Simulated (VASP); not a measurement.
Pt, 2 atoms in the cell. Symmetry: P6_3/mmc, No. 194, hexagonal system. The conventional cell has a = 2.759 Å, b = 2.759 Å, c = 4.781 Å, α = 90.00°, β = 90.00°, γ = 120.00°. Pt (site symmetry -6m2) has 12 Pt at 2.76 to 2.87 Å within 3.6 Å. 

| Item | Value |
| --- | --- |
| Program | VASP 6.6.1 |
| Task | single point |
| Functional | PBE |
| Potentials or basis | VASP PAW PBE potentials, release 64 (Pt) |
| Cutoff | 520 eV |
| k mesh | 18 × 18 × 10 |
| Occupations | gaussian, width 0.1 eV |
| Spin | no spin polarisation |
| Dipole correction | no |
| Further INCAR settings | ALGO = Normal; EDIFF = 1e-06; NBANDS = 17 |

Potentials or basis: VASP PAW PBE potentials, release 64 (Pt).

The run is started by

```bash
$ cat potpaw_PBE.64/Pt/POTCAR > POTCAR
$ mpirun -np 1 vasp_std > vasp.out
```

Hardware: 1 thread of AMD EPYC 7R13 Processor (Zen 3), on a shared host.

Question: Estimate the wall time of this run.

Answer: It took 86 s on 1 thread of AMD EPYC 7R13 Processor (Zen 3), with other jobs on the host, peak memory 0.2 GiB. Counts: scf iterations 11, k points 222.
